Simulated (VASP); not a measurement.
Here is a VASP 6.6.1 calculation.

Contents of INCAR:

```
PREC     = Accurate       # precision mode
ENCUT    = 520            # plane-wave cutoff, eV
EDIFF    = 1E-7           # SCF threshold, eV
ISMEAR   = 0              # smearing method
SIGMA    = 0.15           # smearing width, eV
LREAL    = F              # projectors in reciprocal space
LASPH    = T              # aspherical terms in the spheres
NELM     = 100            # most SCF steps
ALGO     = Fast           # electronic algorithm
ISIF     = 2              # what is computed and relaxed
LWAVE    = F              # write WAVECAR
LCHARG   = T              # write CHGCAR
GGA      = PE             # functional
LELF     = T              # ELF
LVHAR    = T            
NBANDS   = 12             # bands
```

Contents of KPOINTS:

```
regular mesh
0
Gamma
  18 18 18
```

The input POSCAR:

```
In
1.0
   -1.7177366470      1.7177366470      2.4478289832
    1.7177366470     -1.7177366470      2.4478289832
    1.6724772910      1.6724772910     -2.4478289832
In
1
Direct
    0.0000000000      0.0000000000      0.0000000000
```

Potentials or basis: VASP PAW PBE potentials, release 64 (In_d).

The run is started by

```sh
$ cat potpaw_PBE.64/In_d/POTCAR > POTCAR
$ mpirun -np 1 vasp_std > vasp.out
```

Problem. What does it give for the band gap on the k mesh?

Solution. Zero (an odd number of electrons rules out a gap without spin polarisation).

Problem. Estimate the pressure.

Solution. -0.8 GPa.

Stress tensor (GPa, compression positive):
```
-0.73  0.19  0.00
 0.19 -0.73  0.00
 0.00  0.00 -1.03
```

Caveat: the cell differs from its parent crystal (engineering shear strain xy -0.0267, normal strain along z +0.0233); spin-orbit coupling is left out, which moves the levels of the heavy elements.
